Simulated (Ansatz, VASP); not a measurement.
## LiMg2: VASP beside Ansatz

```
CELL_PARAMETERS angstrom
4.93365 -1.56901 0.00000
4.93365 1.56901 0.00000
-0.99757 0.00000 2.98585
ATOMIC_POSITIONS crystal
Li 0.50000 0.50000 0.50000
Mg 0.84132 0.84132 0.84114
Mg 0.15868 0.15868 0.15886
```

Change from the starting cell: volume scaled by 0.75, LAPW.

Alike in both runs: task single point; functional LDA; k mesh 11 × 11 × 11; occupations fermi-dirac, width 0.05 eV; no spin polarisation.

```csv
,VASP,Ansatz
version,VASP 6.6.1,Ansatz 0.2.0
potentials or method,"VASP PAW LDA potentials, release 64 (Li_sv, Mg), cutoff 520 eV","all-electron LAPW, scalar-relativistic"
```

|  | VASP | Ansatz | Ansatz less VASP |
| --- | --- | --- | --- |
| rms of the force components (eV/Å) | 0.135 | 0.132 | -0.0026 |

LDA's correlation is that of Perdew and Zunger in VASP and of Perdew and Wang (1992) in Ansatz. Atom by atom the forces differ by 0.003 eV/Å (rms over components). Ansatz ran all-electron here, and VASP with PAW potentials.

Noted on VASP's run: the cutoff is under 1.25 times that of the potentials, so the pressure is a little rough.
